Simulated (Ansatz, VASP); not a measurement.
# One calculation of H4CO2, two programs

```
CELL_PARAMETERS angstrom
7.42594 0.00000 0.00000
0.00000 7.42594 0.00000
0.00000 0.00000 7.42594
ATOMIC_POSITIONS crystal
O 0.72885 0.55176 0.09349
O 0.13427 0.25685 0.99385
O 0.49370 0.59581 0.39726
O 0.61169 0.48530 0.73094
O 0.13342 0.31007 0.61383
O 0.09911 0.67593 0.49572
O 0.23191 0.61263 0.10428
O 0.78995 0.10974 0.33777
O 0.48624 0.90063 0.85160
O 0.36187 0.12379 0.37920
H 0.66763 0.55718 0.97775
H 0.81083 0.45188 0.07797
H 0.17920 0.37443 0.03055
H 0.13729 0.26504 0.86261
H 0.57780 0.58180 0.29722
H 0.37906 0.61876 0.33954
H 0.62677 0.35764 0.71628
H 0.55492 0.52328 0.61791
H 0.12727 0.43479 0.57398
H 0.23001 0.25902 0.54087
H 0.86171 0.65435 0.62757
H 0.93745 0.88653 0.55702
H 0.20290 0.87914 0.05505
H 0.16454 0.71807 0.86358
H 0.06264 0.10049 0.32707
H 0.95355 0.32454 0.29598
H 0.62005 0.03078 0.65429
H 0.45669 0.85076 0.58443
H 0.47678 0.29890 0.20520
H 0.48950 0.05284 0.14912
C 0.96401 0.74026 0.56066
C 0.20069 0.73901 0.00624
C 0.93619 0.17910 0.31959
C 0.51981 0.92750 0.69466
C 0.44550 0.15894 0.24293
```

Alike in both runs: functional r2SCAN; dispersion D3(BJ); k mesh 1 × 1 × 1; occupations fermi-dirac, width 0.02 eV; no spin polarisation.

Ansatz relaxed the structure, and its values are those at the end. VASP's run is a single point on that final structure, the one shown.

|  | VASP | Ansatz |
| --- | --- | --- |
| version | VASP 6.6.1 | Ansatz 0.2.0 |
| potentials or method | VASP PAW PBE potentials, release 64 (O, H, C), cutoff 520 eV | scalar-relativistic, plane waves, PAW |
| valence electrons in the cell | 100 | 100 |

Ansatz gave:

* gap on the k mesh at the Fermi level (eV): 3.65
* rms of the force components (eV/Å): 0.055

Q: What did VASP give for the same quantities?

A: gap on the k mesh at the Fermi level (eV): 3.64; rms of the force components (eV/Å): 0.204.

VASP's potentials were made for PBE, not for r2SCAN. One of these differences is far larger than is usual between the two programs; its cause wasn't traced. Ansatz's warnings: dispersion damping borrowed, xc potential rough in thin density.

Noted on VASP's run: the standard files for N, O and F lose accuracy on very short bonds.
